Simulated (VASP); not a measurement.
The system is SrAgI3.

```
Sr Ag I
1.0
     5.40658    0.00000    0.00000
     0.00000    5.40658    0.00000
     0.00000    0.00000    7.36965
Sr Ag I
1 1 3
Direct
  0.00000 0.00000 0.50000
  0.00000 0.00000 0.00000
  0.50000 0.50000 0.50000
  0.50000 0.00000 0.00000
  0.00000 0.50000 0.00000
```

The cell was generated, and may not be a known phase.

| Item | Value |
| --- | --- |
| Program | VASP 6.6.1 |
| Task | relaxation of cell and atoms |
| Functional | PBE |
| Potentials or basis | VASP PAW PBE potentials, release 64 (Sr_sv, Ag, I) |
| Cutoff | 600 eV |
| k mesh | 4 × 4 × 4 |
| Occupations | gaussian, width 0.1 eV |
| Spin | no spin polarisation |

At the start: pressure 0.6 GPa; volume 43.08 Å³/atom.

Task: How do energy, volume and symmetry change on relaxing?

Result: Over 8 steps the energy falls by 40.1 meV/atom and the volume is 40.91 Å³/atom (-5.1 %); space group P4/mmm (No. 123, to 0.1 Å) before and after.

The path:
```csv
step,energy change (eV),largest force (eV/Å),pressure (GPa),volume (Å³)
1,0.0000,0.0000,0.61,215.42
2,-0.1210,0.0000,-0.76,220.39
3,-0.1254,0.0000,-1.00,221.42
4,-0.1770,0.0000,-0.64,213.79
5,-0.1993,0.0000,-0.22,206.75
6,-0.2002,0.0000,-0.10,204.97
7,-0.2002,0.0000,-0.12,205.30
8,-0.2007,0.0000,0.03,204.53
```

Final structure:
```
Sr Ag I
1.0
     5.52058    0.00000    0.00000
     0.00000    5.52058    0.00000
     0.00000    0.00000    6.71099
Sr Ag I
1 1 3
Direct
  0.00000 0.00000 0.50000
  0.00000 0.00000 0.00000
  0.50000 0.50000 0.50000
  0.50000 0.00000 0.00000
  0.00000 0.50000 0.00000
```
